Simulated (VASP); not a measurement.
Input of a VASP 6.6.1 run:

File INCAR:

```
PREC     = Accurate       # precision mode
ENCUT    = 520            # plane-wave cutoff, eV
EDIFF    = 1E-6           # SCF threshold, eV
ISMEAR   = 1              # smearing method
SIGMA    = 0.05           # smearing width, eV
LREAL    = F              # projectors in reciprocal space
LASPH    = T              # aspherical terms in the spheres
NELM     = 100            # most SCF steps
ALGO     = Normal         # electronic algorithm
ISIF     = 2              # what is computed and relaxed
LWAVE    = F              # write WAVECAR
LCHARG   = T              # write CHGCAR
LELF     = T              # ELF
LVHAR    = T            
NBANDS   = 28             # bands
```

The input KPOINTS:

```
regular mesh
0
Gamma
  9 9 9
```

The input POSCAR:

```
YP2Pd2
1.0
   -2.0097304702      2.0097304702      4.8548871771
    2.0097304702     -2.0097304702      4.8548871771
    2.0097304702      2.0097304702     -4.8548871771
Y P Pd
1 2 2
Direct
    0.0000000000      0.0000000000      0.0000000000
    0.3881488963      0.3881488963      0.0000000000
    0.6118511037      0.6118511037      0.0000000000
    0.7500000000      0.2500000000      0.5000000000
    0.2500000000      0.7500000000      0.5000000000
```

Potentials or basis: VASP PAW LDA potentials, release 64 (Y_sv, P, Pd).

Launch:

```bash
$ cat potpaw_LDA.64/Y_sv/POTCAR potpaw_LDA.64/P/POTCAR potpaw_LDA.64/Pd/POTCAR > POTCAR
$ mpirun -np 1 vasp_std > vasp.out
```

Estimate the largest force.

0.063 eV/Å.

Estimate the band gap on the k mesh.

zero (an odd number of electrons rules out a gap without spin polarisation).

Forces on the atoms (eV/Å):
```
Y    0.000  0.000  0.000
P    0.000  0.000  0.063
P    0.000  0.000 -0.063
Pd   0.000  0.000  0.000
Pd   0.000  0.000  0.000
```
